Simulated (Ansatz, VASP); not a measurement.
## Two plane-wave programs on GaAs

```
CELL_PARAMETERS angstrom
0.00000 2.78493 2.78493
2.78493 0.00000 2.78493
2.78493 2.78493 0.00000
ATOMIC_POSITIONS crystal
Ga 0.00000 0.00000 0.00000
As 0.75000 0.75000 0.75000
```

Alike in both runs: task single point; functional r2SCAN; k mesh 12 × 12 × 12; occupations gaussian, width 0.05 eV; no spin polarisation.

|  | VASP | Ansatz |
| --- | --- | --- |
| version | VASP 6.6.1 | Ansatz 0.2.0 |
| potentials or method | VASP PAW PBE potentials, release 64 (Ga_d, As), cutoff 520 eV | scalar-relativistic, plane waves, PAW |
| valence electrons in the cell | 18 | 28 |

VASP gave:

```
gap on the k mesh at the Fermi level (eV) : 1.36
least direct gap on the mesh (eV)         : 1.36
pressure (GPa)                            : 4.3
```

What did Ansatz give for the same quantities?

gap on the k mesh at the Fermi level (eV): 1.38; least direct gap on the mesh (eV): 1.38; pressure (GPa): 4.2.

VASP's potentials were made for PBE, not for r2SCAN. VASP's potentials hold 18 valence electrons a cell and Ansatz's 28, so a difference there can come from the potentials and not from the codes.
